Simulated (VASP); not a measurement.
# C (P6_3/mmc) in VASP: notebook

C is run at these levels: PBE; tasks: single point.

Program: VASP 6.6.1. These are calculated values, not measurements. Logs are shortened: lines on timing, memory, paths and dates and some standing lists are left out, and cuts for length are marked.

## (1) The cell of the first run

It takes space group P6_3/mmc (No. 194, hexagonal). The conventional cell has a = 2.547 Å, b = 2.547 Å, c = 8.237 Å, α = 90.00°, β = 90.00°, γ = 120.00°. Within 2.1 Å of C (site symmetry 3m) lie 4 C at 1.56 Å. C (site symmetry 3m) has 4 C at 1.53 to 1.56 Å within 2.0 Å.

## (2) Single point, PBE

INCAR reads:

```
SYSTEM = C
  PREC = Accurate
  ENCUT = 520
  EDIFF = 1E-6
  ISMEAR = -1
  SIGMA = 0.05
  LREAL = .FALSE.
  LASPH = .TRUE.
  NELM = 60
  ALGO = Normal
  ISIF = 2
  LWAVE = .FALSE.
  LCHARG = .FALSE.
  GGA = PE
  NBANDS = 26
```

KPOINTS reads:

```
regular mesh
0
G
  10 10 3
  0 0 0
```

POSCAR reads:

```
C
1.0
    2.5473210000      0.0000000000      0.0000000000
   -1.2736605000      2.2060446976      0.0000000000
    0.0000000000      0.0000000000      8.2371000000
C
8
Direct
    0.6666666667      0.3333333333      0.8446042754
    0.3333333333      0.6666666667      0.3446042754
    0.6666666667      0.3333333333      0.6553957246
    0.3333333333      0.6666666667      0.1553957246
    0.0000000000      0.0000000000      0.9069988058
    0.0000000000      0.0000000000      0.4069988058
    0.0000000000      0.0000000000      0.5930011942
    0.0000000000      0.0000000000      0.0930011942
```

Potentials or basis: VASP PAW PBE potentials, release 64 (C).

Run with:

```console
cat potpaw_PBE.64/C/POTCAR > POTCAR
mpirun -np 1 vasp_std > vasp.out
```

OUTCAR:

```text
SYSTEM = C
   PREC = Accurate
   ENCUT = 520
   EDIFF = 1E-6
   ISMEAR = -1
   LREAL = .FALSE.
   LASPH = .TRUE.
   NELM = 60
   ISIF = 2
   GGA = PE

 ion  position               nearest neighbor table
   1  0.667  0.333  0.845-   5 1.56   5 1.56   5 1.56   3 1.56
   2  0.333  0.667  0.345-   6 1.56   6 1.56   6 1.56   4 1.56
   3  0.667  0.333  0.655-   7 1.56   7 1.56   7 1.56   1 1.56
   4  0.333  0.667  0.155-   8 1.56   8 1.56   8 1.56   2 1.56
   5  0.000  0.000  0.907-   8 1.53   1 1.56   1 1.56   1 1.56
   6  0.000  0.000  0.407-   7 1.53   2 1.56   2 1.56   2 1.56
   7  0.000  0.000  0.593-   6 1.53   3 1.56   3 1.56   3 1.56
   8  0.000  0.000  0.093-   5 1.53   4 1.56   4 1.56   4 1.56

  LATTYP: Found a hexagonal cell.
 ALAT       =     2.5473210000
 C/A-ratio  =     3.2336325104

  Lattice vectors:

 A1 = (   2.5473210000,   0.0000000000,   0.0000000000)
 A2 = (  -1.2736605000,   2.2060446976,   0.0000000000)
 A3 = (   0.0000000000,   0.0000000000,   8.2371000000)

Analysis of symmetry for initial positions (statically):
=====================================================================
 Subroutine PRICEL returns:
 Original cell was already a primitive cell.

 Routine SETGRP: Setting up the symmetry group for a
 hexagonal supercell.

 Subroutine GETGRP returns: Found 24 space group operations
 (whereof 12 operations were pure point group operations)
 out of a pool of 24 trial point group operations.

The static configuration has the point symmetry D_3d.
 The point group associated with its full space group is D_6h.

Analysis of symmetry for dynamics (positions and initial velocities):
=====================================================================
 Subroutine PRICEL returns:
 Original cell was already a primitive cell.

 Routine SETGRP: Setting up the symmetry group for a
 hexagonal supercell.

 Subroutine GETGRP returns: Found 24 space group operations
 (whereof 12 operations were pure point group operations)
 out of a pool of 24 trial point group operations.

The dynamic configuration has the point symmetry D_3d.
 The point group associated with its full space group is D_6h.

 Subroutine INISYM returns: Found 24 space group operations
 (whereof 12 operations are pure point group operations),
 and found     1 'primitive' translations

----------------------------------------------------------------------------------------

                                     Primitive cell

  volume of cell :      46.2884

  direct lattice vectors                    reciprocal lattice vectors
     2.547321000  0.000000000  0.000000000     0.392569291  0.226649986  0.000000000
    -1.273660500  2.206044698  0.000000000     0.000000000  0.453299972  0.000000000
     0.000000000  0.000000000  8.237100000     0.000000000  0.000000000  0.121401950

  length of vectors
     2.547321000  2.547321000  8.237100000     0.453299972  0.453299972  0.121401950

  position of ions in fractional coordinates (direct lattice)
     0.666666667  0.333333333  0.844604275
     0.333333333  0.666666667  0.344604275
     0.666666667  0.333333333  0.655395725
     0.333333333  0.666666667  0.155395725
     0.000000000  0.000000000  0.906998806
     0.000000000  0.000000000  0.406998806
     0.000000000  0.000000000  0.593001194
     0.000000000  0.000000000  0.093001194

  ion indices of the primitive-cell ions
   primitive index   ion index
                 1           1
                 2           2
                 3           3
                 4           4
                 5           5
                 6           6
                 7           7
                 8           8

----------------------------------------------------------------------------------------

 KPOINTS: regular mesh

Automatic generation of k-mesh.
 Grid dimensions read from file:
 generate k-points for:   10   10    3

 Generating k-lattice:

  Cartesian coordinates                     Fractional coordinates (reciprocal lattice)
     0.039256929  0.022664999  0.000000000     0.100000000  0.000000000  0.000000000
     0.000000000  0.045329997  0.000000000     0.000000000  0.100000000  0.000000000
     0.000000000  0.000000000  0.040467317     0.000000000  0.000000000  0.333333333

  Length of vectors
     0.045329997  0.045329997  0.040467317

  Shift w.r.t. Gamma in fractional coordinates (k-lattice)
     0.000000000  0.000000000  0.000000000

 Subroutine IBZKPT returns following result:
 ===========================================

 Found     28 irreducible k-points:

 Following reciprocal coordinates:
            Coordinates               Weight
  0.000000  0.000000  0.000000      1.000000
  0.100000  0.000000  0.000000      6.000000
  0.200000  0.000000  0.000000      6.000000
  0.300000  0.000000  0.000000      6.000000
  0.400000  0.000000  0.000000      6.000000
  0.500000  0.000000  0.000000      3.000000
[... 16 lines left out ...]
  0.300000  0.100000  0.333333     24.000000
  0.400000  0.100000  0.333333     24.000000
 [... further k-points ...]
   k-points           NKPTS =     28   k-points in BZ     NKDIM =     28   number of bands    NBANDS=     26
   number of dos      NEDOS =    301   number of ions     NIONS =      8
   total plane-waves  NPLWV =  25600
   dimension x,y,z NGX =    20 NGY =   20 NGZ =   64
   dimension x,y,z NGXF=    40 NGYF=   40 NGZF=  128
   ions per type =               8
   NGX,Y,Z   is equivalent  to a cutoff of  13.05, 13.05, 12.92 a.u.
   NGXF,Y,Z  is equivalent  to a cutoff of  26.11, 26.11, 25.83 a.u.
 SYSTEM =  C
   PREC   = accura    normal or accurate (medium, high low for compatibility)
   ISTART =      0    job   : 0-new  1-cont  2-samecut
   ICHARG =      2    charge: 1-file 2-atom 10-const
   ISPIN  =      1    spin polarized calculation?
   LNONCOLLINEAR =      F non collinear calculations
   LSORBIT =      F    spin-orbit coupling
   LASPH  =      T    aspherical Exc in radial PAW
   ENCUT  =  520.0 eV  38.22 Ry    6.18 a.u.   4.74  4.74 15.32*2*pi/ulx,y,z
   NELM   =     60;   NELMIN=  2; NELMDL= -5     # of ELM steps
   EDIFF  = 0.1E-05   stopping-criterion for ELM
   LREAL  =      F    real-space projection
   EDIFFG = 0.1E-04   stopping-criterion for IOM
   NSW    =      0    number of steps for IOM
   IBRION =     -1    ionic relax: 0-MD 1-quasi-New 2-CG
   NFREE  =      0    steps in history (QN), initial steepest desc. (CG)
   ISIF   =      2    stress and relaxation
   ISYM   =      2    0-nonsym 1-usesym 2-fastsym
   POTIM  = 0.5000    time-step for ionic-motion
   TEBEG  =    0.0;   TEEND  =   0.0 temperature during run
   PSTRESS=    0.0 pullay stress
   NELECT =      32.0000    total number of electrons
   NUPDOWN=      -1.0000    fix difference up-down
   EMIN   =  10.00;   EMAX   =-10.00  energy-range for DOS
   EFERMI =   0.00;   METHOD = LEGACY
   ISMEAR =    -1;   SIGMA  =   0.05  broadening in eV -4-tet -1-fermi 0-gaus
   EFERMI_NEDOS =   21; number of points for ismear=-14 and -15
   IALGO  =     38    algorithm
   IMIX   =      4    mixing-type and parameters
     AMIX     =   0.40;   BMIX     =  1.00
     AMIX_MAG =   1.60;   BMIX_MAG =  1.00
  volume/ion in A,a.u.               =       5.79        39.05
  Fermi-wavevector in a.u.,A,eV,Ry     =   1.447552  2.735476 28.509724  2.095406
  Thomas-Fermi vector in A             =   2.565494
   LORBIT       =      0    0 simple, 1 ext, 2 COOP (PROOUT), +10 PAW based schemes
   GGA     = PE    functional components
   LHFCALC =     F    Hartree Fock is set to
   AEXX    =    0.0000 exact exchange contribution
   IVDW    =     0    specifies the selected vdW correction
   LEPSILON=     F    determine dielectric tensor
   LRPA    =     F    only Hartree local field effects (RPA)
 non-spin polarized calculation
  energy-cutoff  :      520.00
  volume of cell :       46.29
 maximum number of plane-waves:      1260
 NGX is ok and might be reduce to    20
   NGX =  9   NGY =  9   NGZ = 31

 number of electron      31.9999996 magnetization

 Free energy of the ion-electron system (eV)
  ---------------------------------------------------
  ext. energy  EPLUGINS =         0.00000000
  ---------------------------------------------------
  free energy    TOTEN  =       -72.61634568 eV

  energy without entropy =      -72.61634568  energy(sigma->0) =      -72.61634568

 E-fermi :  10.5305     XC(G=0): -13.1478

 val. band max:        9.5712065259   @ k =   0.0000   0.0000   0.0000
 cond. band min:      13.8730764524   @ k =   0.5000   0.0000   0.0000
 fundamental gap:      4.3018699265
 Fermi energy:        10.5305081420

 k-point     1 :       0.0000    0.0000    0.0000
  band No.  band energies     occupation
      1     -11.7823      2.00000
      2     -10.1154      2.00000
      3     -10.0063      2.00000
      4      -5.9440      2.00000
      5      -3.7353      2.00000
      6       3.0305      2.00000
[... 18 lines left out ...]
     25      17.3465      0.00000
     26      17.4070      0.00000

 k-point     2 :       0.1000    0.0000    0.0000
  band No.  band energies     occupation
      1     -11.5417      2.00000
      2      -9.8786      2.00000
      3      -9.7707      2.00000
      4      -5.7294      2.00000
      5      -3.5189      2.00000
      6       3.1261      2.00000
[... 18 lines left out ...]
     25      18.0729      0.00000
     26      18.1894      0.00000

 k-point     3 :       0.2000    0.0000    0.0000
  band No.  band energies     occupation
      1     -10.8245      2.00000
      2      -9.1730      2.00000
      3      -9.0694      2.00000
      4      -5.0903      2.00000
      5      -2.9025      2.00000
      6       2.7107      2.00000
[... 572 lines left out ...]
 k-point    23 :       0.3000    0.1000    0.3333
  band No.  band energies     occupation
      1      -8.5401      2.00000
      2      -7.9879      2.00000
      3      -5.8532      2.00000
      4      -4.3907      2.00000
      5      -1.6190      2.00000
      6      -0.9897      2.00000
[... 18 lines left out ...]
     25      19.8154      0.00000
     26      21.6979      0.00000

 k-point    24 :       0.4000    0.1000    0.3333
  band No.  band energies     occupation
      1      -6.8430      2.00000
      2      -6.3495      2.00000
      3      -4.7386      2.00000
      4      -4.0179      2.00000
      5      -3.1107      2.00000
      6      -2.1845      2.00000
[... 18 lines left out ...]
     25      19.6573      0.00000
     26      20.9936      0.00000

 [... further k-points ...]

------------------------ aborting loop because EDIFF is reached ----------------------------------------

  FORCE on cell =-STRESS in cart. coord.  units (eV):
  Direction    XX          YY          ZZ          XY          YZ          ZX
  --------------------------------------------------------------------------------------
  -------------------------------------------------------------------------------------
  Total       -3.7954369     -3.7954369      2.8556702      0.0000000      0.0000000      0.0000000
  in kB     -131.3711611   -131.3711611     98.8430908      0.0000000      0.0000000      0.0000000
  external PRESSURE =     -54.6330771 kB  Pullay stress =       0.0000000 kB

 VOLUME and BASIS-vectors are now :
 -----------------------------------------------------------------------------
  energy-cutoff  :      520.00
  volume of cell :       46.29
      direct lattice vectors                 reciprocal lattice vectors
     2.547321000  0.000000000  0.000000000     0.392569291  0.226649986  0.000000000
    -1.273660500  2.206044698  0.000000000     0.000000000  0.453299972  0.000000000
     0.000000000  0.000000000  8.237100000     0.000000000  0.000000000  0.121401950

 POSITION                                       TOTAL-FORCE (eV/Angst)
 -----------------------------------------------------------------------------------
      1.27366      0.73535      6.95709         0.000000      0.000000      0.001554
     -0.00000      1.47070      2.83854        -0.000000      0.000000      0.001554
      1.27366      0.73535      5.39856        -0.000000     -0.000000     -0.001554
     -0.00000      1.47070      1.28001        -0.000000      0.000000     -0.001554
      0.00000      0.00000      7.47104         0.000000     -0.000000     -0.007056
      0.00000      0.00000      3.35249        -0.000000     -0.000000     -0.007056
      0.00000      0.00000      4.88461         0.000000      0.000000      0.007056
      0.00000      0.00000      0.76606         0.000000      0.000000      0.007056
 -----------------------------------------------------------------------------------
    total drift:                                0.000000     -0.000000      0.000000

  FREE ENERGIE OF THE ION-ELECTRON SYSTEM (eV)
  ---------------------------------------------------
  free  energy   TOTEN  =       -72.6163456820 eV

  energy  without entropy=      -72.6163456819  energy(sigma->0) =      -72.61634568
```

It took 14 s on 1 thread of AMD EPYC 9R45 (Zen 5), shared host; peak memory 0.13 GiB.

What came out:

* Free energy: -72.6163 eV
* Pressure: -5.5 GPa
* Largest force: 0.007 eV/Å
* Band gap on the k mesh: 4.30 eV (least direct gap 5.06 eV)

Forces in eV/Å, atoms in the order of the input:
```
C    0.000  0.000  0.002
C    0.000  0.000  0.002
C    0.000  0.000 -0.002
C    0.000  0.000 -0.002
C    0.000  0.000 -0.007
C    0.000  0.000 -0.007
C    0.000  0.000  0.007
C    0.000  0.000  0.007
```

Caveat: the cell stands under tension; an odd mesh through Γ misses points on the zone boundary, where band edges can lie.

(Continued in part 2 of 2.)
